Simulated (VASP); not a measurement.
# Zr2ZnAs2 (I4/mmm) in VASP: single point with PBE

Aim: the single point of Zr2ZnAs2 with PBE.

Program: VASP 6.6.1. These are calculated values, not measurements. Logs are shortened: lines on timing, memory, paths and dates and some standing lists are left out, and cuts for length are marked.

### 1 The cell of the first run

Symmetry: I4/mmm, No. 139, tetragonal system. The conventional cell has a = 3.700 Å, b = 3.700 Å, c = 14.638 Å, α = 90.00°, β = 90.00°, γ = 90.00°. Within 3.7 Å of Zr (site symmetry 4mm) lie 4 As at 2.80 Å and 4 Zn at 3.04 Å and 5 Zr at 3.12 to 3.70 Å. Within 4.2 Å of Zn (site symmetry 4/mmm) lie 8 Zr at 3.04 Å and 4 Zn at 3.70 Å and 8 As at 4.10 Å. Within 3.5 Å of As (site symmetry -4m2) lie 4 As at 2.62 Å and 4 Zr at 2.80 Å.

The cell was generated, and may not be a known phase.

### 2 Single point, PBE

INCAR reads:

```
SYSTEM = Zr2ZnAs2
PREC = Accurate ; ENCUT = 520
EDIFF = 1E-6 ; ISMEAR = 0
SIGMA = 0.2 ; LREAL = .FALSE.
LASPH = .TRUE. ; NELM = 100
ALGO = Normal ; ISIF = 2
LWAVE = .FALSE. ; LCHARG = .FALSE.
GGA = PE ; NBANDS = 31
```

KPOINTS reads:

```
Automatic mesh
0
G
  5 5 5
  0 0 0
```

POSCAR reads:

```
Zr2ZnAs2
1.0
   -1.8499748769      1.8499748769      7.3189763713
    1.8499748769     -1.8499748769      7.3189763713
    1.8499748769      1.8499748769     -7.3189763713
Zr Zn As
2 1 2
Direct
    0.3935804182      0.3935804182      0.0000000000
    0.6064195818      0.6064195818      0.0000000000
    0.0000000000      0.0000000000      0.0000000000
    0.7500000000      0.2500000000      0.5000000000
    0.2500000000      0.7500000000      0.5000000000
```

Potentials or basis: VASP PAW PBE potentials, release 64 (Zr_sv, Zn, As).

On the command line:

```
cat potpaw_PBE.64/Zr_sv/POTCAR potpaw_PBE.64/Zn/POTCAR potpaw_PBE.64/As/POTCAR > POTCAR
mpirun -np 1 vasp_std > vasp.out
```

OUTCAR:

```text
SYSTEM = Zr2ZnAs2
   PREC = Accurate
   ENCUT = 520
   EDIFF = 1E-6
   ISMEAR = 0
   LREAL = .FALSE.
   LASPH = .TRUE.
   NELM = 100
   ISIF = 2
   GGA = PE

 ion  position               nearest neighbor table
   1  0.394  0.394  0.000-   4 2.80   5 2.80   5 2.80   4 2.80   3 3.04   3 3.04   3 3.04   3 3.04
                             2 3.12
   2  0.606  0.606  0.000-   5 2.80   4 2.80   4 2.80   5 2.80   3 3.04   3 3.04   3 3.04   3 3.04
                             1 3.12
   3  0.000  0.000  0.000-   2 3.04   2 3.04   2 3.04   1 3.04   2 3.04   1 3.04   1 3.04   1 3.04

   4  0.750  0.250  0.500-   5 2.62   5 2.62   5 2.62   5 2.62   1 2.80   2 2.80   2 2.80   1 2.80

   5  0.250  0.750  0.500-   4 2.62   4 2.62   4 2.62   4 2.62   1 2.80   2 2.80   2 2.80   1 2.80

  LATTYP: Found a body centered tetragonal cell.
 ALAT       =     3.6999497538
 C/A-ratio  =     3.9562571701

  Lattice vectors:

 A1 = (  -1.8499748769,   1.8499748769,   7.3189763713)
 A2 = (   1.8499748769,  -1.8499748769,   7.3189763713)
 A3 = (   1.8499748769,   1.8499748769,  -7.3189763713)

Analysis of symmetry for initial positions (statically):
=====================================================================
 Subroutine PRICEL returns:
 Original cell was already a primitive cell.

 Routine SETGRP: Setting up the symmetry group for a
 body centered tetragonal supercell.

 Subroutine GETGRP returns: Found 16 space group operations
 (whereof 16 operations were pure point group operations)
 out of a pool of 16 trial point group operations.

The static configuration has the point symmetry D_4h.

Analysis of symmetry for dynamics (positions and initial velocities):
=====================================================================
 Subroutine PRICEL returns:
 Original cell was already a primitive cell.

 Routine SETGRP: Setting up the symmetry group for a
 body centered tetragonal supercell.

 Subroutine GETGRP returns: Found 16 space group operations
 (whereof 16 operations were pure point group operations)
 out of a pool of 16 trial point group operations.

The dynamic configuration has the point symmetry D_4h.

 Subroutine INISYM returns: Found 16 space group operations
 (whereof 16 operations are pure point group operations),
 and found     1 'primitive' translations

----------------------------------------------------------------------------------------

                                     Primitive cell

  volume of cell :     100.1941

  direct lattice vectors                    reciprocal lattice vectors
    -1.849974877  1.849974877  7.318976371     0.000000000  0.270273941  0.068315564
     1.849974877 -1.849974877  7.318976371     0.270273941  0.000000000  0.068315564
     1.849974877  1.849974877 -7.318976371     0.270273941  0.270273941  0.000000000

  length of vectors
     7.772530425  7.772530425  7.772530425     0.278774137  0.278774137  0.382225072

  position of ions in fractional coordinates (direct lattice)
     0.393580418  0.393580418  0.000000000
     0.606419582  0.606419582  0.000000000
     0.000000000  0.000000000  0.000000000
     0.750000000  0.250000000  0.500000000
     0.250000000  0.750000000  0.500000000

  ion indices of the primitive-cell ions
   primitive index   ion index
                 1           1
                 2           2
                 3           3
                 4           4
                 5           5

----------------------------------------------------------------------------------------

 KPOINTS: Automatic mesh

Automatic generation of k-mesh.
 Grid dimensions read from file:
 generate k-points for:    5    5    5

 Generating k-lattice:

  Cartesian coordinates                     Fractional coordinates (reciprocal lattice)
     0.000000000  0.054054788  0.013663113     0.200000000  0.000000000  0.000000000
     0.054054788  0.000000000  0.013663113     0.000000000  0.200000000  0.000000000
     0.054054788  0.054054788  0.000000000     0.000000000  0.000000000  0.200000000

  Length of vectors
     0.055754827  0.055754827  0.076445014

  Shift w.r.t. Gamma in fractional coordinates (k-lattice)
     0.000000000  0.000000000  0.000000000

 Subroutine IBZKPT returns following result:
 ===========================================

 Found     18 irreducible k-points:

 Following reciprocal coordinates:
            Coordinates               Weight
  0.000000  0.000000  0.000000      1.000000
  0.200000  0.000000  0.000000      8.000000
  0.400000  0.000000  0.000000      8.000000
  0.200000  0.200000  0.000000      8.000000
  0.400000  0.200000  0.000000     16.000000
 -0.400000  0.200000 -0.000000     16.000000
[... 10 lines left out ...]
 -0.400000  0.400000  0.400000      4.000000
 -0.400000 -0.400000  0.400000      2.000000
   k-points           NKPTS =     18   k-points in BZ     NKDIM =     18   number of bands    NBANDS=     31
   number of dos      NEDOS =    301   number of ions     NIONS =      5
   total plane-waves  NPLWV = 216000
   dimension x,y,z NGX =    60 NGY =   60 NGZ =   60
   dimension x,y,z NGXF=   120 NGYF=  120 NGZF=  120
   ions per type =               2   1   2
   NGX,Y,Z   is equivalent  to a cutoff of  12.83, 12.83, 12.83 a.u.
   NGXF,Y,Z  is equivalent  to a cutoff of  25.67, 25.67, 25.67 a.u.
 SYSTEM =  Zr2ZnAs2
   PREC   = accura    normal or accurate (medium, high low for compatibility)
   ISTART =      0    job   : 0-new  1-cont  2-samecut
   ICHARG =      2    charge: 1-file 2-atom 10-const
   ISPIN  =      1    spin polarized calculation?
   LNONCOLLINEAR =      F non collinear calculations
   LSORBIT =      F    spin-orbit coupling
   LASPH  =      T    aspherical Exc in radial PAW
   ENCUT  =  520.0 eV  38.22 Ry    6.18 a.u.  14.45 14.45 14.45*2*pi/ulx,y,z
   NELM   =    100;   NELMIN=  2; NELMDL= -5     # of ELM steps
   EDIFF  = 0.1E-05   stopping-criterion for ELM
   LREAL  =      F    real-space projection
   EDIFFG = 0.1E-04   stopping-criterion for IOM
   NSW    =      0    number of steps for IOM
   IBRION =     -1    ionic relax: 0-MD 1-quasi-New 2-CG
   NFREE  =      0    steps in history (QN), initial steepest desc. (CG)
   ISIF   =      2    stress and relaxation
   ISYM   =      2    0-nonsym 1-usesym 2-fastsym
   POTIM  = 0.5000    time-step for ionic-motion
   TEBEG  =    0.0;   TEEND  =   0.0 temperature during run
   PSTRESS=    0.0 pullay stress
   NELECT =      46.0000    total number of electrons
   NUPDOWN=      -1.0000    fix difference up-down
   EMIN   =  10.00;   EMAX   =-10.00  energy-range for DOS
   EFERMI =   0.00;   METHOD = LEGACY
   ISMEAR =     0;   SIGMA  =   0.20  broadening in eV -4-tet -1-fermi 0-gaus
   EFERMI_NEDOS =   21; number of points for ismear=-14 and -15
   IALGO  =     38    algorithm
   IMIX   =      4    mixing-type and parameters
     AMIX     =   0.40;   BMIX     =  1.00
     AMIX_MAG =   1.60;   BMIX_MAG =  1.00
  volume/ion in A,a.u.               =      20.04       135.23
  Fermi-wavevector in a.u.,A,eV,Ry     =   1.262932  2.386596 21.701269  1.594998
  Thomas-Fermi vector in A             =   2.396315
   LORBIT       =      0    0 simple, 1 ext, 2 COOP (PROOUT), +10 PAW based schemes
   GGA     = PE    functional components
   LHFCALC =     F    Hartree Fock is set to
   AEXX    =    0.0000 exact exchange contribution
   IVDW    =     0    specifies the selected vdW correction
   LEPSILON=     F    determine dielectric tensor
   LRPA    =     F    only Hartree local field effects (RPA)
 non-spin polarized calculation
 Gauss-broadening in eV      SIGMA  =   0.20
  energy-cutoff  :      520.00
  volume of cell :      100.19
 maximum number of plane-waves:      2716
 NGX is ok and might be reduce to    60
   NGX = 29   NGY = 29   NGZ = 29

 number of electron      45.9999994 magnetization

 Free energy of the ion-electron system (eV)
  ---------------------------------------------------
  ext. energy  EPLUGINS =         0.00000000
  ---------------------------------------------------
  free energy    TOTEN  =       -29.26656108 eV

  energy without entropy =      -29.18967917  energy(sigma->0) =      -29.22812012

 E-fermi :   7.0587     XC(G=0): -10.9084

 val. band max:        7.0289194423   @ k =  -0.2000  -0.4000   0.2000
 cond. band min:       7.0842230460   @ k =   0.2000   0.0000   0.0000
 fundamental gap:      0.0553036037
 Fermi energy:         7.0587240297

 k-point     1 :       0.0000    0.0000    0.0000
  band No.  band energies     occupation
      1     -42.1027      2.00000
      2     -42.0707      2.00000
      3     -20.3250      2.00000
      4     -20.0913      2.00000
      5     -20.0913      2.00000
      6     -20.0606      2.00000
[... 23 lines left out ...]
     30      10.7755      0.00000
     31      10.8758      0.00000

 k-point     2 :       0.2000    0.0000    0.0000
  band No.  band energies     occupation
      1     -42.0999      2.00000
      2     -42.0681      2.00000
      3     -20.3113      2.00000
      4     -20.1412      2.00000
      5     -20.1067      2.00000
      6     -20.0880      2.00000
[... 23 lines left out ...]
     30      10.6116      0.00000
     31      10.7918      0.00000

 k-point     3 :       0.4000    0.0000    0.0000
  band No.  band energies     occupation
      1     -42.0953      2.00000
      2     -42.0640      2.00000
      3     -20.2885      2.00000
      4     -20.2211      2.00000
      5     -20.1800      2.00000
      6     -20.0826      2.00000
[... 23 lines left out ...]
     30      10.1778      0.00000
     31      10.6681      0.00000

 k-point     4 :       0.2000    0.2000    0.0000
  band No.  band energies     occupation
      1     -42.0971      2.00000
      2     -42.0656      2.00000
      3     -20.2960      2.00000
      4     -20.1393      2.00000
      5     -20.1356      2.00000
      6     -20.1026      2.00000
[... 23 lines left out ...]
     30      10.5499      0.00000
     31      11.6119      0.00000

 k-point     5 :       0.4000    0.2000    0.0000
  band No.  band energies     occupation
      1     -42.0926      2.00000
      2     -42.0615      2.00000
      3     -20.2778      2.00000
      4     -20.2158      2.00000
      5     -20.1753      2.00000
      6     -20.1303      2.00000
[... 23 lines left out ...]
     30      10.6458      0.00000
     31      11.1011      0.00000
[... 338 lines left out ...]
     30      10.5566      0.00000
     31      11.1264      0.00000

 k-point    16 :      -0.2000   -0.2000    0.2000
  band No.  band energies     occupation
      1     -42.1025      2.00000
      2     -42.0709      2.00000
      3     -20.3150      2.00000
      4     -20.0924      2.00000
      5     -20.0924      2.00000
      6     -20.0595      2.00000
[... 23 lines left out ...]
     30       9.9628      0.00000
     31      11.1380      0.00000

 k-point    17 :      -0.4000    0.4000    0.4000
  band No.  band energies     occupation
      1     -42.0995      2.00000
      2     -42.0685      2.00000
      3     -20.2880      2.00000
      4     -20.1434      2.00000
      5     -20.1058      2.00000
      6     -20.0901      2.00000
[... 23 lines left out ...]
     30      10.5966      0.00000
     31      11.6069      0.00000

 k-point    18 :      -0.4000   -0.4000    0.4000
  band No.  band energies     occupation
      1     -42.1022      2.00000
      2     -42.0711      2.00000
      3     -20.2971      2.00000
      4     -20.0940      2.00000
      5     -20.0940      2.00000
      6     -20.0579      2.00000
[... 23 lines left out ...]
     30      10.8411      0.00000
     31      11.5536      0.00000

------------------------ aborting loop because EDIFF is reached ----------------------------------------

  FORCE on cell =-STRESS in cart. coord.  units (eV):
  Direction    XX          YY          ZZ          XY          YZ          ZX
  --------------------------------------------------------------------------------------
  -------------------------------------------------------------------------------------
  Total       -0.0067522     -0.0067522      0.1170187      0.0000000      0.0000000      0.0000000
  in kB       -0.1079730     -0.1079730      1.8712157      0.0000000      0.0000000      0.0000000
  external PRESSURE =       0.5517566 kB  Pullay stress =       0.0000000 kB

 VOLUME and BASIS-vectors are now :
 -----------------------------------------------------------------------------
  energy-cutoff  :      520.00
  volume of cell :      100.19
      direct lattice vectors                 reciprocal lattice vectors
    -1.849974877  1.849974877  7.318976371     0.000000000  0.270273941  0.068315564
     1.849974877 -1.849974877  7.318976371     0.270273941  0.000000000  0.068315564
     1.849974877  1.849974877 -7.318976371     0.270273941  0.270273941  0.000000000

 POSITION                                       TOTAL-FORCE (eV/Angst)
 -----------------------------------------------------------------------------------
      0.00000      0.00000      5.76121         0.000000      0.000000      0.028960
      0.00000      0.00000      8.87674        -0.000000     -0.000000     -0.028960
      0.00000      0.00000      0.00000        -0.000000     -0.000000     -0.000000
      0.00000      1.84997      3.65949        -0.000000     -0.000000     -0.000000
      1.84997      0.00000      3.65949        -0.000000     -0.000000     -0.000000
 -----------------------------------------------------------------------------------
    total drift:                               -0.000000     -0.000000      0.000000

  FREE ENERGIE OF THE ION-ELECTRON SYSTEM (eV)
  ---------------------------------------------------
  free  energy   TOTEN  =       -29.2665610813 eV

  energy  without entropy=      -29.1896791676  energy(sigma->0) =      -29.22812012
```

It took 2.8 min on 1 thread of Intel Xeon Platinum 8488C (Sapphire Rapids), shared host; peak memory 0.48 GiB.

Results:

| Quantity | Value |
| --- | --- |
| Free energy | -29.2666 eV |
| Pressure | 0.1 GPa |
| Largest force | 0.029 eV/Å |
| Band gap on the k mesh | zero (bands 23 and 24 overlap by 0.61 eV) |

Forces on the atoms (eV/Å):
```
Zr   0.000  0.000  0.029
Zr   0.000  0.000 -0.029
Zn   0.000  0.000  0.000
As   0.000  0.000  0.000
As   0.000  0.000  0.000
```

The gap in the log of VASP goes by the Fermi energy; the results here count the filled bands.